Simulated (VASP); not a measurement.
TaAs, 2 atoms in the cell. The structure is cubic, space group Fm-3m (No. 225). The conventional cell has a = 5.280 Å, b = 5.280 Å, c = 5.280 Å, α = 90.00°, β = 90.00°, γ = 90.00°. Ta (site symmetry m-3m) has 6 As at 2.64 Å within 3.5 Å. Within 3.5 Å of As (site symmetry m-3m) lie 6 Ta at 2.64 Å. 

- Program: VASP 6.6.1
- Task: single point
- Functional: r2SCAN
- Potentials or basis: VASP PAW PBE potentials, release 64 (Ta_pv, As)
- Cutoff: 520 eV
- k mesh: 12 × 12 × 12
- Occupations: gaussian, width 0.05 eV
- Spin: no spin polarisation
- Dipole correction: no
- Further INCAR settings: ALGO = Normal; EDIFF = 1e-07; NBANDS = 15

Potentials or basis: VASP PAW PBE potentials, release 64 (Ta_pv, As).

Run with:

```bash
$ cat potpaw_PBE.64/Ta_pv/POTCAR potpaw_PBE.64/As/POTCAR > POTCAR
$ cp INCAR.step1 INCAR
$ mpirun -np 1 vasp_std > vasp.out
$ cp INCAR.step2 INCAR
$ mpirun -np 1 vasp_std > vasp.out
```

Hardware: 1 thread of Intel(R) Xeon(R) 6975P-C (Granite Rapids) (shared host).

Q: How long does it take, and how much memory?

A: Run time: 75 s on 1 thread of Intel(R) Xeon(R) 6975P-C (Granite Rapids), on a shared host, peak memory 0.19 GiB. Counts: k points 72.
